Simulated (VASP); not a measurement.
A run of VASP 6.6.1:

File POSCAR:

```
BN
1.0
    2.5439665232      0.0000000000      0.0667791212
   -1.2719832616      2.2031396355     -0.0333895606
    0.1104533045      0.0000000000      4.2077449317
B N
2 2
Direct
    0.6666666667      0.3333333333      0.9997995909
    0.3333333333      0.6666666667      0.4997995909
    0.6666666667      0.3333333333      0.6252004091
    0.3333333333      0.6666666667      0.1252004091
```

Contents of INCAR.step1:

```
SYSTEM = BN
PREC = Accurate
ENCUT = 520
ISMEAR = 0
SIGMA = 0.05
LREAL = .False.
LASPH = .True.
NELM = 60
NBANDS = 16
GGA = PE
ALGO = Normal
EDIFF = 1E-4
LWAVE = .True.
LCHARG = .False.
```

Contents of INCAR.step2:

```
SYSTEM = BN
PREC = Accurate
ENCUT = 520
EDIFF = 1E-7
ISMEAR = 0
SIGMA = 0.05
LREAL = .False.
LASPH = .True.
NELM = 60
ALGO = Normal
ISIF = 2
LWAVE = .False.
LCHARG = .False.
METAGGA = R2SCAN
LMIXTAU = .True.
NBANDS = 16
ISTART = 1
```

File KPOINTS:

```
regular mesh
0
Gamma
  12 12 6
  0 0 0
```

Potentials or basis: VASP PAW PBE potentials, release 64 (B, N).

Launch:

```bash
$ cat potpaw_PBE.64/B/POTCAR potpaw_PBE.64/N/POTCAR > POTCAR
$ cp INCAR.step1 INCAR
$ mpirun -np 1 vasp_std > vasp.out
$ cp INCAR.step2 INCAR
$ mpirun -np 1 vasp_std > vasp.out
```

Hardware: 1 thread of Intel(R) Xeon(R) Platinum 8488C (Sapphire Rapids) (shared host).

Problem. Estimate the wall time of this run.

Solution. It took 3.1 min on 1 thread of Intel(R) Xeon(R) Platinum 8488C (Sapphire Rapids) (shared host), peak memory 0.19 GiB. Counts: k points 242.
